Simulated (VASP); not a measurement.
Write the native input for VASP 6.6.1 that does the following.

```
Task                   : single point
Functional             : PBE
Potentials or basis    : VASP PAW PBE potentials, release 64 (Pt)
Cutoff                 : 520 eV
k mesh                 : 4 × 4 × 1
Occupations            : gaussian, width 0.1 eV
Spin                   : no spin polarisation
Dipole correction      : yes
Further INCAR settings : LREAL = Auto; ALGO = Normal; EDIFF = 1e-06; NBANDS = 94
```

The structure of Pt lies in POSCAR:

```
Pt
1.0
    5.6145835603      0.0000000000      0.0000000000
    0.0000000000      5.6145835603      0.0000000000
    0.0000000000      0.0000000000     21.9551651636
Pt
16
Direct
    0.2500000000      0.2500000000      0.3643789487
    0.2500000000      0.7500000000      0.3643789487
    0.7500000000      0.2500000000      0.3643789487
    0.7500000000      0.7500000000      0.3643789487
    0.5000000000      0.5000000000      0.4547929829
    0.5000000000      0.0000000000      0.4547929829
    0.0000000000      0.5000000000      0.4547929829
    0.0000000000      0.0000000000      0.4547929829
    0.7500000000      0.7500000000      0.5432777032
    0.7500000000      0.2500000000      0.5432777032
    0.2500000000      0.7500000000      0.5432777032
    0.2500000000      0.2500000000      0.5432777032
    0.0000000000      0.0000000000      0.6303115210
    0.0000000000      0.5000000000      0.6303115210
    0.5000000000      0.0000000000      0.6303115210
    0.5000000000      0.5000000000      0.6303115210
```

One way to write it, as run:

INCAR

```
  PREC = Accurate
  ENCUT = 520
  EDIFF = 1E-6
  ISMEAR = 0
  SIGMA = 0.1
  LREAL = Auto
  LASPH = T
  NELM = 100
  ALGO = Normal
  ISIF = 2
  LWAVE = F
  LCHARG = F
  LDIPOL = T
  IDIPOL = 3
  DIPOL = 0.5 0.5 0.498
  GGA = PE
  NBANDS = 94
```

KPOINTS

```
Automatic mesh
0
Gamma
  4 4 1
```

Potentials or basis: VASP PAW PBE potentials, release 64 (Pt).

Launch:

```sh
$ cat potpaw_PBE.64/Pt/POTCAR > POTCAR
$ mpirun -np 1 vasp_std > vasp.out
```

Results of the run:

```yaml
Largest_force: 0.488 eV/Å
Band_gap_on_the_k_mesh: zero (band 80 reaches 0.62 eV, above the bottom of band 81 at 0.02 eV)
```

Caveat: spin-orbit coupling is left out, which moves the levels of the heavy elements.

Wall time 19 min on 1 thread of Intel(R) Xeon(R) Platinum 8259CL CPU @ 2.50GHz (Skylake/Cascade Lake), on a shared host, peak memory 0.72 GiB.
